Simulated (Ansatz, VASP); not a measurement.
Given: the input of a run of VASP 6.6.1 on Ta.

File INCAR:

```
SYSTEM = Ta
  PREC = Accurate
  ENCUT = 520
  EDIFF = 1E-6
  ISMEAR = -1
  SIGMA = 0.05
  LREAL = .FALSE.
  LASPH = .TRUE.
  NELM = 100
  ALGO = Normal
  ISIF = 2
  LWAVE = .FALSE.
  LCHARG = .TRUE.
  GGA = PE
  LELF = .TRUE.
  LVHAR = .TRUE.
  NBANDS = 18
```

The input KPOINTS:

```
Automatic mesh
0
G
  11 11 5
  0 0 0
```

POSCAR

```
Ta
1.0
    2.8411641924      0.0000000000      0.0000000000
   -1.4205820962      2.4605203670      0.0000000000
    0.0000000000      0.0000000000      5.0608102442
Ta
2
Direct
    0.3333333333      0.6666666667      0.2500000000
    0.6666666667      0.3333333333      0.7500000000
```

Potentials or basis: VASP PAW PBE potentials, release 64 (Ta_pv).

The run is started by

```bash
$ cat potpaw_PBE.64/Ta_pv/POTCAR > POTCAR
$ mpirun -np 1 vasp_std > vasp.out
```

Q: Set up the same calculation for Ansatz 0.2.0. Potentials there: all-electron LAPW, scalar-relativistic.

A: As run (the cutoff follows the program's own potentials):

Contents of input.yaml:

```yaml
crystal:
  lattice:
    - [2.8411641924, 0.0, 0.0]
    - [-1.4205820962, 2.460520367, 0.0]
    - [0.0, 0.0, 5.0608102442]
  atoms:
    - { symbol: Ta, position: [0.3333333333, 0.6666666667, 0.25] }
    - { symbol: Ta, position: [0.6666666667, 0.3333333333, 0.75] }
kpoints:
  mp_grid: { grid: [11, 11, 5] }
scf:
  occupations: { method: fermi_dirac, width: 0.05 }
hamiltonian:
  xc: pbe
  pseudopotentials: { kind: all_electron, lapw: { basis_error: 0.0005 } }
output:
  forces: true
  stress: true
  eigenvalues: true
```

Potentials or basis: all-electron LAPW, scalar-relativistic.

Command:

```console
$ ansatz run input.yaml --threads 1 --pin off --max-ram 3072MiB --backend cpu --events-out ev --progress --plain --runs-dir out
```

Both were run:

|  | VASP | Ansatz | Ansatz less VASP |
| --- | --- | --- | --- |
| gap on the k mesh at the Fermi level (eV) | none | none | - |
| pressure (GPa) | 12.2 | 11.9 | -0.26 |
| traceless stress, the component that is largest in VASP (GPa) | -0.26 | -0.21 | +0.049 |

A gap of «none» marks a metal or a gap that the smearing closes. Ansatz ran all-electron here, and VASP with PAW potentials.

Neither program's run includes spin-orbit coupling.
